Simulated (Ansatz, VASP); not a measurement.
Two plane-wave programs on SiC

The input INCAR:

```
PREC = Accurate
ENCUT = 520
EDIFF = 1E-7
ISMEAR = 0
SIGMA = 0.05
LREAL = F
LASPH = T
NELM = 80
ALGO = Normal
ISIF = 2
LWAVE = F
LCHARG = T
GGA = CA
LELF = T
LVHAR = T
NBANDS = 11
```

The input KPOINTS:

```
regular mesh
0
Gamma
  12 12 12
```

File POSCAR:

```
SiC
1.0
    0.1130100367      2.2319482243      2.2319482243
    2.2319482243      0.1130100367      2.2319482243
    2.2319482243      2.2319482243      0.1130100367
Si C
1 1
Direct
    0.0000000000      0.0000000000      0.0000000000
    0.7500000000      0.7500000000      0.7500000000
```

Input for Ansatz:

```yaml
crystal:
  lattice:
    - [0.1130100367, 2.2319482243, 2.2319482243]
    - [2.2319482243, 0.1130100367, 2.2319482243]
    - [2.2319482243, 2.2319482243, 0.1130100367]
  atoms:
    - { symbol: Si, position: [0.0, 0.0, 0.0] }
    - { symbol: C, position: [0.75, 0.75, 0.75] }
basis:
  ecutwfc: 420
kpoints:
  mp_grid: { grid: [12, 12, 12] }
hamiltonian:
  xc: lda
scf:
  occupations: { method: gaussian, width: 0.05 }
output:
  forces: true
  stress: true
  eigenvalues: true
```

Alike in both runs: task single point; functional LDA; k mesh 12 × 12 × 12; occupations gaussian, width 0.05 eV; no spin polarisation.

|  | VASP | Ansatz |
| --- | --- | --- |
| version | VASP 6.6.1 | Ansatz 0.2.0 |
| potentials or method | VASP PAW LDA potentials, release 64 (Si, C), cutoff 520 eV | scalar-relativistic, plane waves, PAW |
| valence electrons in the cell | 8 | 8 |

VASP gave:

```
gap on the k mesh at the Fermi level (eV)                     : 1.03
least direct gap on the mesh (eV)                             : 4.01
pressure (GPa)                                                : -0.8
traceless stress, the component that is largest in VASP (GPa) : -13.28
rms of the force components (eV/Å)                            : 0.257
```

Q: Which values does Ansatz return?

A: gap on the k mesh at the Fermi level (eV): 1.05; least direct gap on the mesh (eV): 4.02; pressure (GPa): -1.2; traceless stress, the component that is largest in VASP (GPa): -13.19; rms of the force components (eV/Å): 0.253.

LDA's correlation is that of Perdew and Zunger in VASP and of Perdew and Wang (1992) in Ansatz. Atom by atom the forces differ by 0.004 eV/Å (rms over components).
